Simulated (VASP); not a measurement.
# Li: single point with PBE

Li:

```
CELL_PARAMETERS angstrom
4.79506 0.00000 0.00000
-2.39753 4.15264 0.00000
0.00000 0.00000 2.80659
ATOMIC_POSITIONS crystal
Li 0.00000 0.00000 0.00000
Li 0.33333 0.66667 0.50000
Li 0.66667 0.33333 0.50000
```

This isn't the form of Li at room conditions, which is bcc.

```yaml
Program: VASP 6.6.1
Task: single point
Functional: PBE
Potentials_or_basis: VASP PAW PBE potentials, release 64 (Li_sv)
Cutoff: 520 eV
k_mesh: 8 × 8 × 12
Occupations: fermi-dirac, width 0.1 eV
Spin: no spin polarisation
```

```yaml
Band_gap_on_the_k_mesh: zero (an odd number of electrons rules out a gap without spin polarisation)
```

Levels at points of the mesh, in eV from the Fermi level:
| k point | band 1 | band 2 | band 3 | band 4 | band 5 | band 6 | band 7 | band 8 | band 9 |
| --- | --- | --- | --- | --- | --- | --- | --- | --- | --- |
| (0.00, 0.00, 0.00) | -46.45 | -46.42 | -46.32 | -3.67 | 2.19 | 2.19 | 2.24 | 2.24 | 6.33 |
| (0.50, 0.00, 0.00) | -46.44 | -46.43 | -46.32 | -2.10 | -2.08 | 0.07 | 3.37 | 8.51 | 8.59 |
| (0.00, 0.00, 0.50) | -46.43 | -46.41 | -46.31 | -0.55 | 0.19 | 5.72 | 5.78 | 5.78 | 6.71 |
| (0.50, 0.00, 0.50) | -46.42 | -46.42 | -46.31 | 0.60 | 0.75 | 2.09 | 3.29 | 4.24 | 5.26 |

Run time: 28 s on 1 thread of Intel(R) Xeon(R) Platinum 8488C (Sapphire Rapids) (shared host), peak memory 0.18 GiB.
